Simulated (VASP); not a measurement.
AlIn:

```
Al In
1.0
     3.05413    0.00000    0.00000
    -1.52707    2.64496    0.00000
     0.00000    0.00000    5.82802
Al In
1 1
Direct
  0.00000 0.00000 0.00000
  0.00000 0.00000 0.50000
```

| Quantity | Value |
| --- | --- |
| Program | VASP 6.6.1 |
| Task | relaxation of cell and atoms |
| Functional | PBEsol-based screened hybrid with 25 % exact exchange |
| Potentials or basis | VASP PAW PBE potentials, release 64 (Al, In_d) |
| Cutoff | 600 eV |
| k mesh | 5 × 5 × 3 |
| Occupations | fermi-dirac, width 0.05 eV |
| Spin | no spin polarisation |

At the start: pressure -3.8 GPa; volume 23.54 Å³/atom.

**Question.** How do energy, volume and symmetry change on relaxing?

**Answer.** Over 8 steps the energy falls by 23.5 meV/atom and the volume is 22.02 Å³/atom (-6.4 %); space group P6/mmm (No. 191, to 0.1 Å) before and after.

The path:
| step | energy change (eV) | largest force (eV/Å) | pressure (GPa) | volume (Å³) |
| --- | --- | --- | --- | --- |
| 1 | 0.0000 | 0.0000 | -3.77 | 47.08 |
| 2 | -0.0409 | 0.0000 | 1.07 | 43.39 |
| 3 | -0.0463 | 0.0000 | -0.26 | 44.27 |
| 4 | -0.0463 | 0.0000 | -0.35 | 44.32 |
| 5 | -0.0468 | 0.0000 | 0.01 | 44.04 |
| 6 | -0.0469 | 0.0000 | -0.08 | 44.12 |
| 7 | -0.0469 | 0.0000 | -0.10 | 44.13 |
| 8 | -0.0469 | 0.0000 | 0.01 | 44.04 |

Final structure:
```
Al In
1.0
     2.96629    0.00000    0.00000
    -1.48315    2.56889    0.00000
     0.00000    0.00000    5.77988
Al In
1 1
Direct
  0.00000 0.00000 0.00000
  0.00000 0.00000 0.50000
```

Caveat: the k points lie up to 0.49 Å⁻¹ apart in the final cell, too coarse for converged energies and pressures of a metal; the PAW data sets were made with another functional, which shifts forces and pressure a little.
